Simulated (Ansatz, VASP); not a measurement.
Li2O in VASP and in Ansatz

Contents of INCAR:

```
SYSTEM = Li2O
PREC = Accurate
ENCUT = 650
EDIFF = 1E-8
ISMEAR = -1
SIGMA = 0.03
LREAL = .FALSE.
LASPH = .TRUE.
NELM = 120
ALGO = Normal
ISIF = 2
LWAVE = .FALSE.
LCHARG = .FALSE.
GGA = PS
LEFG = .TRUE.
NBANDS = 13
GGA_COMPAT = .FALSE.
```

File KPOINTS:

```
regular mesh
0
G
  9 9 9
  0 0 0
```

The input POSCAR:

```
Li2O
1.0
    0.0000000000      2.3095000000      2.3095000000
    2.3095000000      0.0000000000      2.3095000000
    2.3095000000      2.3095000000      0.0000000000
Li O
2 1
Direct
    0.2500000000      0.2500000000      0.2500000000
    0.7500000000      0.7500000000      0.7500000000
    0.0000000000      0.0000000000      0.0000000000
```

Input for Ansatz:

```yaml
crystal:
  lattice:
    - [0.0, 2.3095, 2.3095]
    - [2.3095, 0.0, 2.3095]
    - [2.3095, 2.3095, 0.0]
  atoms:
    - { symbol: Li, position: [0.25, 0.25, 0.25] }
    - { symbol: Li, position: [0.75, 0.75, 0.75] }
    - { symbol: O, position: [0.0, 0.0, 0.0] }
kpoints:
  mp_grid: { grid: [9, 9, 9] }
  band_path:
    path:
      - [0.0, 0.0, 0.0]
      - [0.5, 0.0, 0.5]
      - [0.625, 0.25, 0.625]
      - [0.375, 0.375, 0.75]
      - [0.0, 0.0, 0.0]
      - [0.5, 0.5, 0.5]
      - [0.5, 0.25, 0.75]
      - [0.5, 0.0, 0.5]
    npoints: 14
scf:
  occupations: { method: fermi_dirac, width: 0.03 }
hamiltonian:
  xc: pbesol
  pseudopotentials: { kind: paw }
output:
  forces: true
  stress: true
  eigenvalues: true
  efg: { contact_densities: true }
  populations: true
  bader: true
  dos: { projected: true, de: 0.2, e_range: [-14, 8] }
  write_density: true
  write_potential: true
  elf: true
  volumetric_format: npy
```

Alike in both runs: task electric field gradients; functional PBEsol; k mesh 9 × 9 × 9; occupations fermi-dirac, width 0.03 eV; no spin polarisation.

|  | VASP | Ansatz |
| --- | --- | --- |
| version | VASP 6.6.1 | Ansatz 0.2.0 |
| potentials or method | VASP PAW PBE potentials, release 64 (Li_sv, O) | PAW with Ansatz's default frozen-core files, scalar-relativistic |
| plane-wave cutoff (eV) | 650 | 420 |
| valence electrons in the cell | 12 | 12 |

```csv
,VASP,Ansatz,Ansatz less VASP
gap on the k mesh at the Fermi level (eV),4.92,4.94,+0.013
pressure (GPa),-2.2,-2.0,+0.19
```

VASP's potentials were made for PBE, not for PBEsol. With one functional, cell and mesh, what is left measures potentials, basis and numerics.
